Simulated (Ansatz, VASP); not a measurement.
W3O4: VASP beside Ansatz

```
W O
1.0
     4.14915    0.00000    0.00000
     0.00000    4.14915    0.00000
     0.00000    0.00000    4.14915
W O
3 4
Direct
  0.50000 0.50000 0.00000
  0.00000 0.50000 0.50000
  0.50000 0.00000 0.50000
  0.50000 0.50000 0.50000
  0.50000 0.00000 0.00000
  0.00000 0.50000 0.00000
  0.00000 0.00000 0.50000
```

Change from the starting cell: species swapped into the W3N4 type (Pm-3m, No. 221).

Alike in both runs: task relaxation of cell and atoms; functional PBE; k mesh 4 × 4 × 4; occupations gaussian, width 0.1 eV; no spin polarisation.

```csv
,VASP,Ansatz
version,VASP 6.6.1,Ansatz 0.2.0
potentials or method,"VASP PAW PBE potentials, release 64 (W_sv, O), cutoff 600 eV","scalar-relativistic, plane waves, PAW"
valence electrons in the cell,66,66
```

```csv
,VASP,Ansatz,Ansatz less VASP
"gap on the k mesh at the Fermi level, each at its own relaxed structure (eV)",none,none,-
relaxed volume (Å³/atom),11.30,11.21,-0.085
relaxed cell length with the largest relative difference (Å),4.293,4.282,-0.0108
```

A gap of «none» marks a metal or a gap that the smearing closes.

The k mesh is coarse, so the values compare programs but aren't converged. Neither program's run includes spin-orbit coupling.
